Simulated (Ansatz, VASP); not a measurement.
# One calculation of Cu3N, two programs

File INCAR:

```
  ALGO = Normal
  EDIFF = 1E-6
  ENCUT = 600
  GGA = PE
  GGA_COMPAT = False
  ISIF = 2
  ISMEAR = 0
  LASPH = True
  LCHARG = True
  LELF = True
  LREAL = False
  LVHAR = True
  LWAVE = False
  NBANDS = 27
  NELM = 120
  PREC = Accurate
  SIGMA = 0.01
```

The input KPOINTS:

```
k-points
0
Gamma
  10 10 10
```

Contents of POSCAR:

```
Cu3N
1.0
    3.9418186819      0.0000000000      0.0000000000
    0.0000000000      3.9418186819      0.0000000000
    0.0000000000      0.0000000000      3.9418186819
Cu N
3 1
Direct
    0.5000000000      0.0000000000      0.0000000000
    0.0000000000      0.5000000000      0.0000000000
    0.0000000000      0.0000000000      0.5000000000
    0.0000000000      0.0000000000      0.0000000000
```

Input for Ansatz:

```yaml
crystal:
  lattice:
    - [3.9418186819, 0.0, 0.0]
    - [0.0, 3.9418186819, 0.0]
    - [0.0, 0.0, 3.9418186819]
  atoms:
    - { symbol: Cu, position: [0.5, 0.0, 0.0] }
    - { symbol: Cu, position: [0.0, 0.5, 0.0] }
    - { symbol: Cu, position: [0.0, 0.0, 0.5] }
    - { symbol: "N", position: [0.0, 0.0, 0.0] }
basis:
  ecutwfc: 420
kpoints:
  mp_grid: { grid: [10, 10, 10] }
hamiltonian:
  xc: pbe
scf:
  occupations: { method: gaussian, width: 0.01 }
output:
  forces: true
  stress: true
  eigenvalues: true
  write_density: true
  write_potential: true
  elf: true
  volumetric_format: npy
```

Change from the starting cell: equal strain along all axes, cell held, atoms relaxed: +3.0 %.

Alike in both runs: task single point; functional PBE; k mesh 10 × 10 × 10; occupations gaussian, width 0.01 eV; no spin polarisation.

```csv
,VASP,Ansatz
version,VASP 6.6.1,Ansatz 0.2.0
potentials or method,"VASP PAW PBE potentials, release 64 (Cu, N), cutoff 600 eV","scalar-relativistic, plane waves, PAW"
valence electrons in the cell,38,62
```

Ansatz gave:

| Item | Value |
| --- | --- |
| gap on the k mesh at the Fermi level (eV) | 0.50 |
| least direct gap on the mesh (eV) | 0.99 |
| pressure (GPa) | -8.3 |

Question: What did VASP give for the same quantities?

Answer: gap on the k mesh at the Fermi level (eV): 0.52; least direct gap on the mesh (eV): 1.02; pressure (GPa): -7.7.

VASP's potentials hold 38 valence electrons a cell and Ansatz's 62, so a difference there can come from the potentials and not from the codes.
